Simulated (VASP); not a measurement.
# SnTe2 (R-3m) in VASP: single point with PBE

Aim: the single point of SnTe2 with PBE.

Everything below comes from runs of VASP 6.6.1. Logs are shortened: lines on timing, memory, paths and dates and some standing lists are left out, and cuts for length are marked.

## (1) The cell of the first run

The structure is trigonal, space group R-3m (No. 166). The conventional cell has a = 4.177 Å, b = 4.177 Å, c = 18.873 Å, α = 90.00°, β = 90.00°, γ = 120.00°. Sn (site symmetry -3m) has 6 Te at 2.97 Å within 3.9 Å. Within 3.9 Å of Te (site symmetry 3m) lie 3 Sn at 2.97 Å and 3 Te at 3.71 Å.

## (2) Single point, PBE

File INCAR:

```
ALGO = Normal
EDIFF = 1E-6
ENCUT = 520
GGA = PE
ISIF = 2
ISMEAR = -1
LASPH = True
LCHARG = False
LREAL = False
LWAVE = False
NBANDS = 20
NELM = 100
PREC = Accurate
SIGMA = 0.02
```

File KPOINTS:

```
k-points
0
Gamma
  6 6 6
```

File POSCAR:

```
SnTe2
1.0
    2.0883103871      1.2056865642      6.2909642669
   -2.0883103871      1.2056865642      6.2909642669
    0.0000000000     -2.4113731283      6.2909642669
Sn Te
1 2
Direct
    0.0000000000      0.0000000000      0.0000000000
    0.2413664389      0.2413664389      0.2413664389
    0.7586335611      0.7586335611      0.7586335611
```

Potentials or basis: VASP PAW PBE potentials, release 64 (Sn_d, Te).

On the command line:

```sh
$ cat potpaw_PBE.64/Sn_d/POTCAR potpaw_PBE.64/Te/POTCAR > POTCAR
$ mpirun -np 1 vasp_std > vasp.out
```

OUTCAR:

```text
EDIFF = 1E-6
   ENCUT = 520
   GGA = PE
   ISIF = 2
   ISMEAR = -1
   LASPH = True
   LREAL = False
   NELM = 100
   PREC = Accurate

 ion  position               nearest neighbor table
   1  0.000  0.000  0.000-   3 2.97   3 2.97   2 2.97   2 2.97   3 2.97   2 2.97
   2  0.241  0.241  0.241-   1 2.97   1 2.97   1 2.97
   3  0.759  0.759  0.759-   1 2.97   1 2.97   1 2.97

  LATTYP: Found a trigonal (rhomboedric) cell.
 ALAT       =     6.7372807401
 COS(alpha) =     0.8078453920

  Lattice vectors:

 A1 = (   2.0883103871,   1.2056865642,   6.2909642669)
 A2 = (  -2.0883103871,   1.2056865642,   6.2909642669)
 A3 = (   0.0000000000,  -2.4113731283,   6.2909642669)

Analysis of symmetry for initial positions (statically):
=====================================================================
 Subroutine PRICEL returns:
 Original cell was already a primitive cell.

 Routine SETGRP: Setting up the symmetry group for a
 trigonal (rhombohedral) supercell.

 Subroutine GETGRP returns: Found 12 space group operations
 (whereof 12 operations were pure point group operations)
 out of a pool of 12 trial point group operations.

The static configuration has the point symmetry D_3d.

Analysis of symmetry for dynamics (positions and initial velocities):
=====================================================================
 Subroutine PRICEL returns:
 Original cell was already a primitive cell.

 Routine SETGRP: Setting up the symmetry group for a
 trigonal (rhombohedral) supercell.

 Subroutine GETGRP returns: Found 12 space group operations
 (whereof 12 operations were pure point group operations)
 out of a pool of 12 trial point group operations.

The dynamic configuration has the point symmetry D_3d.

 Subroutine INISYM returns: Found 12 space group operations
 (whereof 12 operations are pure point group operations),
 and found     1 'primitive' translations

----------------------------------------------------------------------------------------

                                     Primitive cell

  volume of cell :      95.0381

  direct lattice vectors                    reciprocal lattice vectors
     2.088310387  1.205686564  6.290964267     0.239428010  0.138233826  0.052986048
    -2.088310387  1.205686564  6.290964267    -0.239428010  0.138233826  0.052986048
     0.000000000 -2.411373128  6.290964267     0.000000000 -0.276467652  0.052986048

[... 76 lines left out ...]
   PREC   = accura    normal or accurate (medium, high low for compatibility)
   ISTART =      0    job   : 0-new  1-cont  2-samecut
   ICHARG =      2    charge: 1-file 2-atom 10-const
   ISPIN  =      1    spin polarized calculation?
   LNONCOLLINEAR =      F non collinear calculations
   LSORBIT =      F    spin-orbit coupling
   LASPH  =      T    aspherical Exc in radial PAW
   ENCUT  =  520.0 eV  38.22 Ry    6.18 a.u.  12.53 12.53 12.53*2*pi/ulx,y,z
   NELM   =    100;   NELMIN=  2; NELMDL= -5     # of ELM steps
   EDIFF  = 0.1E-05   stopping-criterion for ELM
   LREAL  =      F    real-space projection
   EDIFFG = 0.1E-04   stopping-criterion for IOM
   NSW    =      0    number of steps for IOM
   IBRION =     -1    ionic relax: 0-MD 1-quasi-New 2-CG
   NFREE  =      0    steps in history (QN), initial steepest desc. (CG)
   ISIF   =      2    stress and relaxation
   ISYM   =      2    0-nonsym 1-usesym 2-fastsym
   POTIM  = 0.5000    time-step for ionic-motion
   TEBEG  =    0.0;   TEEND  =   0.0 temperature during run
   PSTRESS=    0.0 pullay stress
   NELECT =      26.0000    total number of electrons
   NUPDOWN=      -1.0000    fix difference up-down
   EMIN   =  10.00;   EMAX   =-10.00  energy-range for DOS
   EFERMI =   0.00;   METHOD = LEGACY
   ISMEAR =    -1;   SIGMA  =   0.02  broadening in eV -4-tet -1-fermi 0-gaus
   EFERMI_NEDOS =   21; number of points for ismear=-14 and -15
   IALGO  =     38    algorithm
   IMIX   =      4    mixing-type and parameters
     AMIX     =   0.40;   BMIX     =  1.00
     AMIX_MAG =   1.60;   BMIX_MAG =  1.00
  volume/ion in A,a.u.               =      31.68       213.78
  Fermi-wavevector in a.u.,A,eV,Ry     =   1.062755  2.008316 15.367086  1.129449
  Thomas-Fermi vector in A             =   2.198217
   LORBIT       =      0    0 simple, 1 ext, 2 COOP (PROOUT), +10 PAW based schemes
   GGA     = PE    functional components
   LHFCALC =     F    Hartree Fock is set to
   AEXX    =    0.0000 exact exchange contribution
   IVDW    =     0    specifies the selected vdW correction
   LEPSILON=     F    determine dielectric tensor
   LRPA    =     F    only Hartree local field effects (RPA)
 non-spin polarized calculation
  energy-cutoff  :      520.00
  volume of cell :       95.04
 maximum number of plane-waves:      2591
   NGX = 25   NGY = 25   NGZ = 25

 number of electron      26.0000003 magnetization

 Free energy of the ion-electron system (eV)
  ---------------------------------------------------
  ext. energy  EPLUGINS =         0.00000000
  ---------------------------------------------------
  free energy    TOTEN  =       -10.36012107 eV

  energy without entropy =      -10.35444944  energy(sigma->0) =      -10.35728526

 E-fermi :   6.0454     XC(G=0):  -9.3813

 val. band max:        6.0448627641   @ k =  -0.3333   0.5000   0.1667
 cond. band min:       6.0503215200   @ k =   0.5000   0.5000   0.3333
 fundamental gap:      0.0054587559
 Fermi energy:         6.0454020096

 k-point     1 :       0.0000    0.0000    0.0000
  band No.  band energies     occupation
      1     -15.4203      2.00000
      2     -15.4203      2.00000
      3     -15.4000      2.00000
      4     -15.3937      2.00000
      5     -15.3937      2.00000
      6      -6.4405      2.00000
[... 541 lines left out ...]
     19      13.4088      0.00000
     20      14.6724      0.00000

 [... further k-points ...]
[... 5 lines left out ...]
  --------------------------------------------------------------------------------------
  -------------------------------------------------------------------------------------
  Total        1.1322569      1.1322569      1.2093953      0.0000000      0.0000000      0.0000000
  in kB       19.0878760     19.0878760     20.3882956      0.0000000      0.0000000      0.0000000
  external PRESSURE =      19.5213492 kB  Pullay stress =       0.0000000 kB

 VOLUME and BASIS-vectors are now :
 -----------------------------------------------------------------------------
  energy-cutoff  :      520.00
  volume of cell :       95.04
      direct lattice vectors                 reciprocal lattice vectors
     2.088310387  1.205686564  6.290964267     0.239428010  0.138233826  0.052986048
    -2.088310387  1.205686564  6.290964267    -0.239428010  0.138233826  0.052986048
     0.000000000 -2.411373128  6.290964267     0.000000000 -0.276467652  0.052986048

 POSITION                                       TOTAL-FORCE (eV/Angst)
 -----------------------------------------------------------------------------------
      0.00000      0.00000      0.00000         0.000000      0.000000     -0.000000
      0.00000      0.00000      4.55528         0.000000     -0.000000     -0.373518
      0.00000      0.00000     14.31761         0.000000      0.000000      0.373518
 -----------------------------------------------------------------------------------
    total drift:                                0.000000     -0.000000     -0.000000

  FREE ENERGIE OF THE ION-ELECTRON SYSTEM (eV)
  ---------------------------------------------------
  free  energy   TOTEN  =       -10.3601210714 eV

  energy  without entropy=      -10.3544494425  energy(sigma->0) =      -10.35728526
```

stdout:

```text
POSCAR found type information on POSCAR SnTe
 POSCAR found :  2 types and       3 ions
 scaLAPACK will be used
 LDA part: xc-table for (Slater+PW92), standard interpolation
 POSCAR, INCAR and KPOINTS ok, starting setup
 FFT: planning ... GRIDC
 FFT: planning ... GRID_SOFT
 FFT: planning ... GRID
 WAVECAR not read
 entering main loop
```

Wall time 2.6 min (1 thread of AMD EPYC 7R43 (Zen 3), shared host); peak memory 0.33 GiB.

Results:

- Free energy: -10.3601 eV
- Pressure: 2.0 GPa
- Largest force: 0.374 eV/Å
- Band gap on the k mesh: zero (band 13 reaches 6.38 eV, above the bottom of band 14 at 5.63 eV)

Forces in eV/Å, atoms in the order of the input:
```
Sn   0.000  0.000  0.000
Te   0.000  0.000 -0.374
Te   0.000  0.000  0.374
```

Caveat: spin-orbit coupling is left out, which moves the levels of the heavy elements.
